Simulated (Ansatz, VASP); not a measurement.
## CaSe in VASP and in Ansatz

File INCAR:

```
PREC = Accurate ; ENCUT = 520
EDIFF = 1E-6 ; ISMEAR = 0
SIGMA = 0.01 ; LREAL = False
LASPH = True ; NELM = 150
ALGO = Normal ; ISIF = 2
LWAVE = False ; LCHARG = True
MAGMOM = 0 0 0 0 0 0 ; LORBIT = 11
LSORBIT = True ; GGA_COMPAT = False
LORBMOM = True ; GGA = PE
LVHAR = True ; NBANDS = 28
```

KPOINTS

```
regular mesh
0
Gamma
  4 4 4
```

The input POSCAR:

```
CaSe
1.0
    0.0000000000      3.2795613712      3.2795613712
    3.2795613712      0.0000000000      3.2795613712
    3.2795613712      3.2795613712      0.0000000000
Ca Se
1 1
Direct
    0.0000000000      0.0000000000      0.0000000000
    0.2500000000      0.2500000000      0.2500000000
```

Input for Ansatz:

```yaml
crystal:
  lattice:
    - [0.0, 3.2795613712, 3.2795613712]
    - [3.2795613712, 0.0, 3.2795613712]
    - [3.2795613712, 3.2795613712, 0.0]
  atoms:
    - { symbol: Ca, position: [0.0, 0.0, 0.0] }
    - { symbol: Se, position: [0.25, 0.25, 0.25] }
kpoints:
  mp_grid: { grid: [4, 4, 4] }
hamiltonian:
  xc: pbe
scf:
  occupations: { method: fixed }
  n_extra_bands: 24
magnetization:
  noncollinear: true
  spin_orbit: true
output:
  optics: { e_range: [0, 16], de: 0.05, sigma: 0.1, bands: scf }
```

Alike in both runs: task single point; functional PBE; k mesh 4 × 4 × 4; non-collinear spin, spin-orbit coupling.

```csv
,VASP,Ansatz
version,VASP 6.6.1,Ansatz 0.2.0
potentials or method,"VASP PAW PBE potentials, release 64 (Ca_sv, Se)","plane waves, PAW"
plane-wave cutoff (eV),520,420
occupations,"gaussian, width 0.01 eV",fixed
valence electrons in the cell,16,26
```

|  | VASP | Ansatz | Ansatz less VASP |
| --- | --- | --- | --- |
| net moment per atom (μB) | 0.00 | 0.00 | 0.000 |

VASP's potentials hold 16 valence electrons a cell and Ansatz's 26, so a difference there can come from the potentials and not from the codes. Ansatz's warnings: optics gap not shown off mesh.

The k mesh is coarse, so the values compare programs but aren't converged.
